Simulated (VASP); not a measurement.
# Rb (Cmcm) in VASP: a series of runs

Rb is run at these levels: PBE; tasks: single point.

Everything below comes from runs of VASP 6.6.1. Logs are shortened: lines on timing, memory, paths and dates and some standing lists are left out, and cuts for length are marked.

**1. The cell of the first run**

Symmetry: Cmcm, No. 63, orthorhombic system. The conventional cell has a = 4.973 Å, b = 8.708 Å, c = 8.276 Å, α = 90.00°, β = 90.00°, γ = 90.00°.

**2. Single point, PBE**

INCAR

```
SYSTEM = Rb
PREC     = Accurate       ! precision mode
ENCUT    = 520            ! plane-wave cutoff, eV
EDIFF    = 1E-7           ! SCF threshold, eV
ISMEAR   = 0              ! smearing method
SIGMA    = 0.05           ! smearing width, eV
LREAL    = .FALSE.        ! projectors in reciprocal space
LASPH    = .TRUE.         ! aspherical terms in the spheres
NELM     = 80             ! most SCF steps
ALGO     = Fast           ! electronic algorithm
ISIF     = 2              ! what is computed and relaxed
LWAVE    = .FALSE.        ! write WAVECAR
LCHARG   = .FALSE.        ! write CHGCAR
GGA      = PE             ! functional
NBANDS   = 16             ! bands
```

KPOINTS

```
Automatic mesh
0
G
  8 8 4
  0 0 0
```

POSCAR

```
Rb
1.0
    2.4863622058     -4.3539849700      0.0000000000
    2.4863622058      4.3539849700      0.0000000000
    0.0000000000      0.0000000000      8.2755461893
Rb
2
Direct
    0.8397112600      0.1602887400      0.7500000000
    0.1602887400      0.8397112600      0.2500000000
```

Potentials or basis: VASP PAW PBE potentials, release 64 (Rb_sv).

The run is started by

```sh
> cat potpaw_PBE.64/Rb_sv/POTCAR > POTCAR
> mpirun -np 1 vasp_std > vasp.out
```

OUTCAR:

```text
SYSTEM = Rb
   PREC = Accurate
   ENCUT = 520
   EDIFF = 1E-7
   ISMEAR = 0
   LREAL = .FALSE.
   LASPH = .TRUE.
   NELM = 80
   ISIF = 2
   GGA = PE

 ion  position               nearest neighbor table
   1  0.840  0.160  0.750-   2 4.99   2 4.99   2 5.07   2 5.07   2 5.07   2 5.07
   2  0.160  0.840  0.250-   1 4.99   1 4.99   1 5.07   1 5.07   1 5.07   1 5.07

  LATTYP: Found a base centered orthorhombic cell.
 ALAT       =     4.9727244116
 B/A-ratio  =     1.7511466993
 C/A-ratio  =     1.6641875769

  Lattice vectors:

 A1 = (   2.4863622058,  -4.3539849700,   0.0000000000)
 A2 = (   2.4863622058,   4.3539849700,   0.0000000000)
 A3 = (   0.0000000000,   0.0000000000,   8.2755461893)

Analysis of symmetry for initial positions (statically):
=====================================================================
 Subroutine PRICEL returns:
 Original cell was already a primitive cell.

 Routine SETGRP: Setting up the symmetry group for a
 base centered orthorhombic supercell.

 Subroutine GETGRP returns: Found  8 space group operations
 (whereof  4 operations were pure point group operations)
 out of a pool of  8 trial point group operations.

The static configuration has the point symmetry C_2h.
 The point group associated with its full space group is D_2h.

Analysis of symmetry for dynamics (positions and initial velocities):
=====================================================================
 Subroutine PRICEL returns:
 Original cell was already a primitive cell.

 Routine SETGRP: Setting up the symmetry group for a
 base centered orthorhombic supercell.

 Subroutine GETGRP returns: Found  8 space group operations
 (whereof  4 operations were pure point group operations)
 out of a pool of  8 trial point group operations.

The dynamic configuration has the point symmetry C_2h.
 The point group associated with its full space group is D_2h.

 Subroutine INISYM returns: Found  8 space group operations
 (whereof  4 operations are pure point group operations),
 and found     1 'primitive' translations

----------------------------------------------------------------------------------------

                                     Primitive cell

  volume of cell :     179.1752

  direct lattice vectors                    reciprocal lattice vectors
     2.486362206 -4.353984970  0.000000000     0.201097008 -0.114837328  0.000000000
     2.486362206  4.353984970  0.000000000     0.201097008  0.114837328  0.000000000
     0.000000000  0.000000000  8.275546189     0.000000000  0.000000000  0.120837946

  length of vectors
     5.013898896  5.013898896  8.275546189     0.231576377  0.231576377  0.120837946

  position of ions in fractional coordinates (direct lattice)
     0.839711260  0.160288740  0.750000000
     0.160288740  0.839711260  0.250000000

  ion indices of the primitive-cell ions
   primitive index   ion index
                 1           1
                 2           2

----------------------------------------------------------------------------------------

 KPOINTS: Automatic mesh

Automatic generation of k-mesh.
 Grid dimensions read from file:
 generate k-points for:    8    8    4

 Generating k-lattice:

  Cartesian coordinates                     Fractional coordinates (reciprocal lattice)
     0.025137126 -0.014354666  0.000000000     0.125000000  0.000000000  0.000000000
     0.025137126  0.014354666  0.000000000     0.000000000  0.125000000  0.000000000
     0.000000000  0.000000000  0.030209486     0.000000000  0.000000000  0.250000000

  Length of vectors
     0.028947047  0.028947047  0.030209486

  Shift w.r.t. Gamma in fractional coordinates (k-lattice)
     0.000000000  0.000000000  0.000000000

 Subroutine IBZKPT returns following result:
 ===========================================

 Found     63 irreducible k-points:

 Following reciprocal coordinates:
            Coordinates               Weight
  0.000000  0.000000  0.000000      1.000000
  0.125000  0.000000  0.000000      4.000000
  0.250000  0.000000  0.000000      4.000000
  0.375000  0.000000  0.000000      4.000000
  0.500000  0.000000  0.000000      2.000000
  0.125000  0.125000  0.000000      2.000000
[... 16 lines left out ...]
  0.125000  0.000000  0.250000      8.000000
  0.250000  0.000000  0.250000      8.000000
 [... further k-points ...]
   k-points           NKPTS =     63   k-points in BZ     NKDIM =     63   number of bands    NBANDS=     16
   number of dos      NEDOS =    301   number of ions     NIONS =      2
   total plane-waves  NPLWV = 102400
   dimension x,y,z NGX =    40 NGY =   40 NGZ =   64
   dimension x,y,z NGXF=    80 NGYF=   80 NGZF=  128
   ions per type =               2
   NGX,Y,Z   is equivalent  to a cutoff of  13.26, 13.26, 12.86 a.u.
   NGXF,Y,Z  is equivalent  to a cutoff of  26.53, 26.53, 25.71 a.u.
 SYSTEM =  Rb
   PREC   = accura    normal or accurate (medium, high low for compatibility)
   ISTART =      0    job   : 0-new  1-cont  2-samecut
   ICHARG =      2    charge: 1-file 2-atom 10-const
   ISPIN  =      1    spin polarized calculation?
   LNONCOLLINEAR =      F non collinear calculations
   LSORBIT =      F    spin-orbit coupling
   LASPH  =      T    aspherical Exc in radial PAW
   ENCUT  =  520.0 eV  38.22 Ry    6.18 a.u.   9.32  9.32 15.39*2*pi/ulx,y,z
   NELM   =     80;   NELMIN=  2; NELMDL= -5     # of ELM steps
   EDIFF  = 0.1E-06   stopping-criterion for ELM
   LREAL  =      F    real-space projection
   EDIFFG = 0.1E-05   stopping-criterion for IOM
   NSW    =      0    number of steps for IOM
   IBRION =     -1    ionic relax: 0-MD 1-quasi-New 2-CG
   NFREE  =      0    steps in history (QN), initial steepest desc. (CG)
   ISIF   =      2    stress and relaxation
   ISYM   =      2    0-nonsym 1-usesym 2-fastsym
   POTIM  = 0.5000    time-step for ionic-motion
   TEBEG  =    0.0;   TEEND  =   0.0 temperature during run
   PSTRESS=    0.0 pullay stress
   NELECT =      18.0000    total number of electrons
   NUPDOWN=      -1.0000    fix difference up-down
   EMIN   =  10.00;   EMAX   =-10.00  energy-range for DOS
   EFERMI =   0.00;   METHOD = LEGACY
   ISMEAR =     0;   SIGMA  =   0.05  broadening in eV -4-tet -1-fermi 0-gaus
   EFERMI_NEDOS =   21; number of points for ismear=-14 and -15
   IALGO  =     68    algorithm
   IMIX   =      4    mixing-type and parameters
     AMIX     =   0.40;   BMIX     =  1.00
     AMIX_MAG =   1.60;   BMIX_MAG =  1.00
  volume/ion in A,a.u.               =      89.59       604.57
  Fermi-wavevector in a.u.,A,eV,Ry     =   0.761038  1.438153  7.880206  0.579179
  Thomas-Fermi vector in A             =   1.860189
   LORBIT       =      0    0 simple, 1 ext, 2 COOP (PROOUT), +10 PAW based schemes
   GGA     = PE    functional components
   LHFCALC =     F    Hartree Fock is set to
   AEXX    =    0.0000 exact exchange contribution
   IVDW    =     0    specifies the selected vdW correction
   LEPSILON=     F    determine dielectric tensor
   LRPA    =     F    only Hartree local field effects (RPA)
 non-spin polarized calculation
 RMM-DIIS sequential band-by-band and
 Gauss-broadening in eV      SIGMA  =   0.05
  energy-cutoff  :      520.00
  volume of cell :      179.18
 maximum number of plane-waves:      4878
 NGX is ok and might be reduce to    40
   NGX = 19   NGY = 19   NGZ = 31

 number of electron      18.0000000 magnetization

 Free energy of the ion-electron system (eV)
  ---------------------------------------------------
  ext. energy  EPLUGINS =         0.00000000
  ---------------------------------------------------
  free energy    TOTEN  =        -1.87285176 eV

  energy without entropy =       -1.86893603  energy(sigma->0) =       -1.87089390

 E-fermi :  -0.0096     XC(G=0):  -5.5033

 val. band max:       -0.0133068813   @ k =  -0.2500   0.2500   0.2500
 cond. band min:      -0.0065595886   @ k =   0.2500   0.0000   0.2500
 fundamental gap:      0.0067472927
 Fermi energy:        -0.0096258175

 k-point     1 :       0.0000    0.0000    0.0000
  band No.  band energies     occupation
      1     -28.8421      2.00000
      2     -28.8382      2.00000
      3     -12.9807      2.00000
      4     -12.8984      2.00000
      5     -12.8945      2.00000
      6     -12.8843      2.00000
[... 8 lines left out ...]
     15       3.9526      0.00000
     16       3.9535      0.00000

 k-point     2 :       0.1250    0.0000    0.0000
  band No.  band energies     occupation
      1     -28.8415      2.00000
      2     -28.8379      2.00000
      3     -12.9759      2.00000
      4     -12.9075      2.00000
      5     -12.9008      2.00000
      6     -12.8958      2.00000
[... 8 lines left out ...]
     15       3.8379      0.00000
     16       4.0172      0.00000

 k-point     3 :       0.2500    0.0000    0.0000
  band No.  band energies     occupation
      1     -28.8401      2.00000
      2     -28.8372      2.00000
      3     -12.9632      2.00000
      4     -12.9361      2.00000
      5     -12.9239      2.00000
      6     -12.9094      2.00000
[... 8 lines left out ...]
     15       3.8158      0.00000
     16       3.9421      0.00000

 k-point     4 :       0.3750    0.0000    0.0000
  band No.  band energies     occupation
      1     -28.8386      2.00000
      2     -28.8366      2.00000
      3     -12.9651      2.00000
      4     -12.9511      2.00000
      5     -12.9477      2.00000
      6     -12.9175      2.00000
[... 8 lines left out ...]
     15       3.5488      0.00000
     16       4.3246      0.00000
[... 324 lines left out ...]
 k-point    22 :       0.0000    0.0000    0.2500
  band No.  band energies     occupation
      1     -28.8415      2.00000
      2     -28.8388      2.00000
      3     -12.9669      2.00000
      4     -12.8990      2.00000
      5     -12.8960      2.00000
      6     -12.8929      2.00000
[... 8 lines left out ...]
     15       3.7923      0.00000
     16       3.8073      0.00000

 k-point    23 :       0.1250    0.0000    0.2500
  band No.  band energies     occupation
      1     -28.8410      2.00000
      2     -28.8385      2.00000
      3     -12.9638      2.00000
      4     -12.9059      2.00000
      5     -12.9047      2.00000
      6     -12.8985      2.00000
[... 8 lines left out ...]
     15       3.6133      0.00000
     16       3.8757      0.00000

 k-point    24 :       0.2500    0.0000    0.2500
  band No.  band energies     occupation
      1     -28.8397      2.00000
      2     -28.8377      2.00000
      3     -12.9592      2.00000
      4     -12.9326      2.00000
      5     -12.9265      2.00000
      6     -12.9068      2.00000
[... 8 lines left out ...]
     15       3.7809      0.00000
     16       3.9701      0.00000

 [... further k-points ...]
[... 5 lines left out ...]
  --------------------------------------------------------------------------------------
  -------------------------------------------------------------------------------------
  Total        0.0755654      0.1095317      0.0166167      0.0000000     -0.0000000      0.0000000
  in kB        0.6757026      0.9794280      0.1485863      0.0000000     -0.0000000      0.0000000
  external PRESSURE =       0.6012389 kB  Pullay stress =       0.0000000 kB

 VOLUME and BASIS-vectors are now :
 -----------------------------------------------------------------------------
  energy-cutoff  :      520.00
  volume of cell :      179.18
      direct lattice vectors                 reciprocal lattice vectors
     2.486362206 -4.353984970  0.000000000     0.201097008 -0.114837328  0.000000000
     2.486362206  4.353984970  0.000000000     0.201097008  0.114837328  0.000000000
     0.000000000  0.000000000  8.275546189     0.000000000  0.000000000  0.120837946

 POSITION                                       TOTAL-FORCE (eV/Angst)
 -----------------------------------------------------------------------------------
      2.48636     -2.95820      6.20666         0.000000      0.004505      0.000000
      2.48636      2.95820      2.06889         0.000000     -0.004505     -0.000000
 -----------------------------------------------------------------------------------
    total drift:                               -0.000000     -0.000000     -0.000000

  FREE ENERGIE OF THE ION-ELECTRON SYSTEM (eV)
  ---------------------------------------------------
  free  energy   TOTEN  =        -1.8728517605 eV

  energy  without entropy=       -1.8689360302  energy(sigma->0) =       -1.87089390
```

Wall time 6 min (1 thread of AMD EPYC 7R13, shared host); peak memory 0.35 GiB.

What came out:

```yaml
Free_energy: -1.8729 eV
Pressure: 0.1 GPa
Largest_force: 0.005 eV/Å
Band_gap_on_the_k_mesh: zero (bands 9 and 10 overlap by 2.19 eV)
```

Forces in eV/Å, atoms in the order of the input:
```
Rb   0.000  0.005  0.000
Rb   0.000 -0.005  0.000
```

**3. Single point, PBE**

This run uses another cell than the first one, of 95.31 Å³/atom.

INCAR

```
SYSTEM = Rb
PREC = Accurate ; ENCUT = 520
EDIFF = 1E-6 ; ISMEAR = 0
SIGMA = 0.05 ; LREAL = .False.
LASPH = .True. ; NELM = 80
ALGO = Fast ; ISIF = 2
LWAVE = .False. ; LCHARG = .False.
GGA = PE ; NBANDS = 16
```

KPOINTS

```
regular mesh
0
Gamma
  8 8 4
  0 0 0
```

POSCAR

```
Rb
1.0
    2.5381762600     -4.4447189800      0.0000000000
    2.5381762600      4.4447189800      0.0000000000
    0.0000000000      0.0000000000      8.4480028000
Rb
2
Direct
    0.8397112600      0.1602887400      0.7500000000
    0.1602887400      0.8397112600      0.2500000000
```

Potentials or basis: VASP PAW PBE potentials, release 64 (Rb_sv).

The run is started by

```sh
> cat potpaw_PBE.64/Rb_sv/POTCAR > POTCAR
> mpirun -np 1 vasp_std > vasp.out
```

Run time: 5 min. Hardware: 1 thread of AMD EPYC 7R13, shared host; peak memory 0.36 GiB.

Results (log left out):

```
Free energy            : -1.8711 eV
Pressure               : -0.1 GPa
Largest force          : 0.004 eV/Å
Band gap on the k mesh : zero (bands 9 and 10 overlap by 2.14 eV)
```

Forces in eV/Å, atoms in the order of the input:
```
Rb   0.000  0.004  0.000
Rb   0.000 -0.004  0.000
```

Levels at points of the mesh, in eV from the Fermi level:
```csv
k point,band 7,band 8,band 9,band 10,band 11,band 12
"(0.00, 0.00, 0.00)",-12.91,-12.91,-1.85,0.16,0.65,3.45
"(0.50, 0.00, 0.00)",-12.93,-12.92,0.11,0.39,1.35,1.61
"(0.50, 0.50, 0.00)",-12.93,-12.92,0.11,0.34,1.39,1.64
"(0.00, 0.00, 0.50)",-12.92,-12.92,-1.22,-1.22,2.30,2.30
"(0.50, 0.00, 0.50)",-12.93,-12.93,0.49,0.49,0.94,0.94
"(0.50, 0.50, 0.50)",-12.93,-12.93,0.45,0.45,0.93,0.93
```
